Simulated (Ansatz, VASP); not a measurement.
One calculation of SnO2, two programs

File INCAR:

```
ALGO     = Normal         # electronic algorithm
EDIFF    = 1E-6           # SCF threshold, eV
ENCUT    = 520            # plane-wave cutoff, eV
GGA      = PE             # functional
ISIF     = 2              # what is computed and relaxed
ISMEAR   = 0              # smearing method
LASPH    = True           # aspherical terms in the spheres
LCHARG   = True           # write CHGCAR
LELF     = True           # ELF
LREAL    = False          # projectors in reciprocal space
LVHAR    = True         
LWAVE    = False          # write WAVECAR
NBANDS   = 35             # bands
NELM     = 80             # most SCF steps
PREC     = Accurate       # precision mode
SIGMA    = 0.01           # smearing width, eV
```

The input KPOINTS:

```
k-points
0
Gamma
  4 4 6
```

POSCAR

```
SnO2
1.0
    4.6522254363      0.0000000000      0.0000000000
    0.0000000000      4.6522254363      0.0000000000
    0.0000000000      0.0000000000      3.1288130757
Sn O
2 4
Direct
    0.0000000000      0.0000000000      0.0000000000
    0.5000000000      0.5000000000      0.5000000000
    0.3071000000      0.3071000000      0.0000000000
    0.1929000000      0.8071000000      0.5000000000
    0.6929000000      0.6929000000      0.0000000000
    0.8071000000      0.1929000000      0.5000000000
```

Input for Ansatz:

```yaml
crystal:
  lattice:
    - [4.652225436335562, 0.0, 0.0]
    - [0.0, 4.652225436335562, 0.0]
    - [0.0, 0.0, 3.1288130757457298]
  atoms:
    - { symbol: Sn, position: [0.0, 0.0, 0.0] }
    - { symbol: Sn, position: [0.5, 0.5, 0.5] }
    - { symbol: O, position: [0.3071, 0.3071, 0.0] }
    - { symbol: O, position: [0.1929, 0.8071, 0.5] }
    - { symbol: O, position: [0.6929, 0.6929, 0.0] }
    - { symbol: O, position: [0.8071, 0.1929, 0.5] }
basis:
  ecutwfc: 470.0
kpoints:
  mp_grid:
    grid: [4, 4, 6]
hamiltonian:
  xc: pbe
scf:
  occupations:
    method: fixed
output:
  stress: true
```

Alike in both runs: task single point; functional PBE; k mesh 4 × 4 × 6; no spin polarisation.

|  | VASP | Ansatz |
| --- | --- | --- |
| version | VASP 6.6.1 | Ansatz 0.2.0 |
| potentials or method | VASP PAW PBE potentials, release 64 (Sn_d, O), cutoff 520 eV | plane waves, PAW |
| occupations | gaussian, width 0.01 eV | fixed |
| valence electrons in the cell | 52 | 52 |

Ansatz gave:

- pressure (GPa): 25.6
- traceless stress, the component that is largest in VASP (GPa): 4.86

**Question.** Which values does VASP return?

**Answer.** Pressure (GPa): 26.4; traceless stress, the component that is largest in VASP (GPa): 5.14.
